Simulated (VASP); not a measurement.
Here is a VASP 6.6.1 calculation.

Contents of INCAR:

```
SYSTEM = MgO
PREC = Accurate ; ENCUT = 520
EDIFF = 1E-6 ; ISMEAR = 0
SIGMA = 0.01 ; LREAL = .False.
LASPH = .True. ; NELM = 60
ALGO = Normal ; ISIF = 2
LWAVE = .False. ; LCHARG = .False.
GGA = PS ; NBANDS = 16
```

Contents of KPOINTS:

```
regular mesh
0
Gamma
  6 6 6
  0 0 0
```

File POSCAR:

```
MgO
1.0
    3.5714449512      0.0000000000      0.0000000000
   -1.7857224756      3.0929621429      0.0000000000
    0.0000000000      0.0000000000      4.2799843951
Mg O
2 2
Direct
    0.6666666667      0.3333333333      0.7500000000
    0.3333333333      0.6666666667      0.2500000000
    0.6666666667      0.3333333333      0.2500000000
    0.3333333333      0.6666666667      0.7500000000
```

Potentials or basis: VASP PAW PBE potentials, release 64 (Mg, O).

The run is started by

```bash
$ cat potpaw_PBE.64/Mg/POTCAR potpaw_PBE.64/O/POTCAR > POTCAR
$ mpirun -np 1 vasp_std > vasp.out
```

(1) Estimate the pressure.

(2) Estimate the band gap on the k mesh.

Answers

(1) -7.7 GPa.

(2) 2.96 eV, direct.

Caveat: the PAW data sets were made with another functional, which shifts forces and pressure a little.
